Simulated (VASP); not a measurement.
Set up this calculation in VASP 6.6.1, as the native input.

```
Task                   : single point
Functional             : LDA
Potentials or basis    : VASP PAW LDA potentials, release 64 (Cd)
Cutoff                 : 520 eV
k mesh                 : 8 × 8 × 4
Occupations            : gaussian, width 0.02 eV
Spin                   : no spin polarisation
Dipole correction      : no
Further INCAR settings : ALGO = Normal; EDIFF = 1e-07; NBANDS = 19
```

The structure of Cd lies in POSCAR:

```
Cd
1.0
    3.0104777887      0.0000000000      0.0000000000
   -1.5052388944      2.6071502425      0.0000000000
    0.0000000000      0.0000000000      4.9935568864
Cd
2
Direct
    0.3333333333      0.6666666667      0.2500000000
    0.6666666667      0.3333333333      0.7500000000
```

These files were run (other wordings do the same):

INCAR

```
PREC = Accurate ; ENCUT = 520
EDIFF = 1E-7 ; ISMEAR = 0
SIGMA = 0.02 ; LREAL = False
LASPH = True ; NELM = 100
ALGO = Normal ; ISIF = 2
LWAVE = False ; LCHARG = False
GGA = CA ; NBANDS = 19
```

KPOINTS

```
Automatic mesh
0
Gamma
  8 8 4
```

Potentials or basis: VASP PAW LDA potentials, release 64 (Cd).

The run is started by

```console
$ cat potpaw_LDA.64/Cd/POTCAR > POTCAR
$ mpirun -np 1 vasp_std > vasp.out
```

Results of the run:

```yaml
Pressure: 0.7 GPa
Band_gap_on_the_k_mesh: zero (band 12 reaches 5.09 eV, above the bottom of band 13 at 2.04 eV)
```

Wall time 15 s on 1 thread of Intel Xeon 8259CL (shared host), peak memory 0.15 GiB.
